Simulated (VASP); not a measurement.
Write the native input for VASP 6.6.1 that does the following.

```yaml
Task: single point
Functional: PBEsol
Potentials_or_basis: VASP PAW PBE potentials, release 64 (Mg, S)
Cutoff: 520 eV
k_mesh: 8 × 8 × 8
Occupations: gaussian, width 0.05 eV
Spin: no spin polarisation
Dipole_correction: no
Further_INCAR_settings: ALGO = Normal; EDIFF = 1e-07; NBANDS = 11
```

The structure of MgS lies in POSCAR:

```
MgS
1.0
    0.0000000000      2.5626252500      2.6406747500
    2.5626252500      0.0000000000      2.6406747500
    2.5626252500      2.5626252500      0.0000000000
Mg S
1 1
Direct
    0.0000000000      0.0000000000      0.0000000000
    0.5000000000      0.5000000000      0.5000000000
```

This cell differs from its parent crystal: strain -0.015 along x and y, +0.015 along z.

The input as run:

INCAR

```
  PREC = Accurate
  ENCUT = 520
  EDIFF = 1E-7
  ISMEAR = 0
  SIGMA = 0.05
  LREAL = F
  LASPH = T
  NELM = 80
  ALGO = Normal
  ISIF = 2
  LWAVE = F
  LCHARG = F
  GGA = PS
  NBANDS = 11
```

KPOINTS

```
regular mesh
0
Gamma
  8 8 8
```

Potentials or basis: VASP PAW PBE potentials, release 64 (Mg, S).

Launch:

```sh
$ cat potpaw_PBE.64/Mg/POTCAR potpaw_PBE.64/S/POTCAR > POTCAR
$ mpirun -np 1 vasp_std > vasp.out
```

It gave:

| Item | Value |
| --- | --- |
| Pressure | 0.2 GPa |
| Band gap on the k mesh | 2.61 eV, indirect (least direct gap 3.63 eV) |

Caveat: the cell differs from its parent crystal (strain -0.015 along x and y, +0.015 along z); the PAW data sets were made with another functional, which shifts forces and pressure a little.

Run time: 16 s on 1 thread of AMD EPYC 7R13, on a shared host, peak memory 0.17 GiB.
